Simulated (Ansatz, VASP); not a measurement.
In2Te2O in VASP and in Ansatz

Contents of INCAR:

```
SYSTEM = In2Te2O
PREC     = Accurate       ! precision mode
ENCUT    = 600            ! plane-wave cutoff, eV
EDIFF    = 1E-6           ! SCF threshold, eV
ISMEAR   = 0              ! smearing method
SIGMA    = 0.1            ! smearing width, eV
LREAL    = .FALSE.        ! projectors in reciprocal space
LASPH    = .TRUE.         ! aspherical terms in the spheres
NELM     = 60             ! most SCF steps
ALGO     = Normal         ! electronic algorithm
ISIF     = 3              ! what is computed and relaxed
LWAVE    = .FALSE.        ! write WAVECAR
LCHARG   = .FALSE.        ! write CHGCAR
GGA      = PE             ! functional
IBRION   = 2              ! ionic algorithm
NSW      = 90             ! ionic steps
EDIFFG   = -0.04          ! ionic threshold
```

The input KPOINTS:

```
Automatic mesh
0
G
  6 6 2
  0 0 0
```

Contents of POSCAR:

```
In2Te2O
1.0
    4.7049217400      0.0000000000      0.0000000000
   -2.3524608700      4.0745817500      0.0000000000
    0.0000000000      0.0000000000      8.0204177900
In Te O
2 2 1
Direct
    0.6666666700      0.3333333300      0.3804750100
    0.3333333300      0.6666666700      0.6195249900
    0.6666666700      0.3333333300      0.7460910100
    0.3333333300      0.6666666700      0.2539089900
    0.0000000000      0.0000000000      0.0000000000
```

Input for Ansatz:

```yaml
crystal:
  lattice:
    - [4.70492174, 0.0, 0.0]
    - [-2.35246087, 4.07458175, 0.0]
    - [0.0, 0.0, 8.02041779]
  atoms:
    - { symbol: In, position: [0.66666667, 0.33333333, 0.38047501] }
    - { symbol: In, position: [0.33333333, 0.66666667, 0.61952499] }
    - { symbol: Te, position: [0.66666667, 0.33333333, 0.74609101] }
    - { symbol: Te, position: [0.33333333, 0.66666667, 0.25390899] }
    - { symbol: O, position: [0.0, 0.0, 0.0] }
basis:
  ecutwfc: 420
kpoints:
  mp_grid: { grid: [6, 6, 2] }
hamiltonian:
  xc: pbe
scf:
  occupations: { method: gaussian, width: 0.1 }
  lower_state_search: "off"
output:
  forces: true
  stress: true
  eigenvalues: true
relax:
  adjacent_minimum: "off"
  f_tol: 0.04
  max_steps: 70
  cell: { stress_tol: 0.4 }
```

Change from the starting cell: species swapped into the YbMn2Sb2 type (P-3m1, No. 164).

Alike in both runs: task relaxation of cell and atoms; functional PBE; k mesh 6 × 6 × 2; occupations gaussian, width 0.1 eV; no spin polarisation.

|  | VASP | Ansatz |
| --- | --- | --- |
| version | VASP 6.6.1 | Ansatz 0.2.0 |
| potentials or method | VASP PAW PBE potentials, release 64 (In_d, Te, O), cutoff 600 eV | scalar-relativistic, plane waves, PAW |
| valence electrons in the cell | 44 | 64 |

Ansatz gave:

| Item | Value |
| --- | --- |
| gap on the k mesh at the Fermi level, each at its own relaxed structure (eV) | none |
| relaxed volume (Å³/atom) | 25.51 |
| relaxed cell length with the largest relative difference (Å) | 7.248 |

Problem. Estimate VASP's values.

Solution. gap on the k mesh at the Fermi level, each at its own relaxed structure (eV): none; relaxed volume (Å³/atom): 25.94; relaxed cell length with the largest relative difference (Å): 7.014.

A gap of «none» marks a metal or a gap that the smearing closes. VASP's potentials hold 44 valence electrons a cell and Ansatz's 64, so a difference there can come from the potentials and not from the codes.

The k mesh is coarse, so the values compare programs but aren't converged. Spin-orbit coupling is off throughout. Noted on VASP's run: the volume moved by over 15 % at a fixed basis, so the end points are rough.
